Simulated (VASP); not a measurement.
Runs of VASP 6.6.1 on ZnS. The structure is that of space group F-43m (No. 216), or close to it. The cells are those of the table. 

```csv
cell,gap on the mesh (eV),pressure (GPa)
"a = 3.821 Å, angles 60.0°, 2 atoms",(a),-1.8
"a = 3.809, b = 3.809, c = 3.847 Å, angles 59.7, 59.7, 60.7°, 2 atoms",1.93,-1.8
"a = 3.864, b = 3.864, c = 3.745 Å, angles 61.0, 61.0, 58.0°, 2 atoms",(b),-1.9
"a = 3.834, b = 3.834, c = 3.796 Å, angles 60.3, 60.3, 59.3°, 2 atoms",1.95,-1.8
"a = 3.848, b = 3.848, c = 3.770 Å, angles 60.7, 60.7, 58.7°, 2 atoms",1.92,-1.8
```

Alike in all rows: task single point; level PBEsol; potentials or basis VASP PAW PBE potentials, release 64 (Zn, S); no spin polarisation; k mesh 6 × 6 × 6; cutoff (eV) 520; smearing gaussian 0.02 eV.

Task: Estimate the missing entries.

Result: (a) 1.98; (b) 1.88.

Caveats: the PAW data sets were made with another functional, which shifts forces and pressure a little.

